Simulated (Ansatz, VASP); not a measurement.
Sn: VASP beside Ansatz

```
Sn
1.0
    -1.81887    1.81887    2.04622
     1.81887   -1.81887    2.04622
     1.81887    1.81887   -2.04622
Sn
1
Cartesian
  0.0000 0.0000 0.0000
```

Change from the starting cell: strain -0.040 along x and y, +0.080 along z, atoms carried along.

Alike in both runs: task single point; functional PBEsol; k mesh 18 × 18 × 18; occupations gaussian, width 0.15 eV; no spin polarisation.

```csv
,VASP,Ansatz
version,VASP 6.6.1,Ansatz 0.2.0
potentials or method,"VASP PAW PBE potentials, release 64 (Sn_d), cutoff 520 eV","scalar-relativistic, plane waves, PAW"
valence electrons in the cell,14,14
```

|  | VASP | Ansatz | Ansatz less VASP |
| --- | --- | --- | --- |
| gap on the k mesh at the Fermi level (eV) | none | none | - |
| pressure (GPa) | -1.6 | -1.6 | +0.01 |
| traceless stress, the component that is largest in VASP (GPa) | -0.05 | -0.05 | -0.001 |

VASP's potentials were made for PBE, not for PBEsol. A gap of «none» marks a metal or a gap that the smearing closes. The functional is the same, so the differences come from potentials, cutoffs and numerics.
